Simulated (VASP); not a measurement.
Input of a VASP 6.6.1 run:

Contents of INCAR:

```
SYSTEM = CuSi16
PREC = Accurate ; ENCUT = 520
EDIFF = 1E-6 ; ISMEAR = -1
SIGMA = 0.02 ; LREAL = Auto
LASPH = .TRUE. ; NELM = 60
ALGO = Normal ; ISIF = 2
LWAVE = .FALSE. ; LCHARG = .TRUE.
GGA = CA ; LELF = .TRUE.
LVHAR = .TRUE. ; NELECT = 74.0
NBANDS = 52
```

Contents of KPOINTS:

```
regular mesh
0
G
  2 2 2
  0 0 0
```

The input POSCAR:

```
CuSi16
1.0
    0.0000000000      5.4300000000      5.4300000000
    5.4300000000      0.0000000000      5.4300000000
    5.4300000000      5.4300000000      0.0000000000
Si Cu
16 1
Direct
    0.0229373849     -0.0090515654     -0.0171731123
    0.0947145488      0.1642541436      0.1144198895
   -0.0590699816      0.0540423573      0.5080386740
    0.1007458564      0.1488489871      0.6294198895
    0.0148342541      0.5414088398     -0.0513904236
    0.1486279926      0.5873204420      0.1420902394
   -0.0319429098      0.5245764273      0.5084438306
    0.0988121547      0.6839686924      0.5927163904
    0.4801841621      0.0044567219     -0.0007182320
    0.6755248619      0.0588581952      0.1263904236
    0.4835451197      0.0244843462      0.5239686924
    0.5711233886      0.1910865562      0.6298158379
    0.5309392265      0.4554327808      0.0134069982
    0.6269705341      0.6393093923      0.1022928177
    0.4719337017      0.5737016575      0.4638305709
    0.5892633517      0.6554511971      0.6353222836
    0.3126335175      0.1545303867      0.2724309392
```

Potentials or basis: VASP PAW LDA potentials, release 64 (Si, Cu).

Command:

```sh
$ cat potpaw_LDA.64/Si/POTCAR potpaw_LDA.64/Cu/POTCAR > POTCAR
$ mpirun -np 1 vasp_std > vasp.out
```

(1) Predict the largest force.

Answers

(1) 2.502 eV/Å.

Caveat: the k points lie up to 0.50 Å⁻¹ apart; the cell carries a net charge on a neutralising background, which shifts energy and pressure; the atoms stand as in a frame of molecular dynamics.
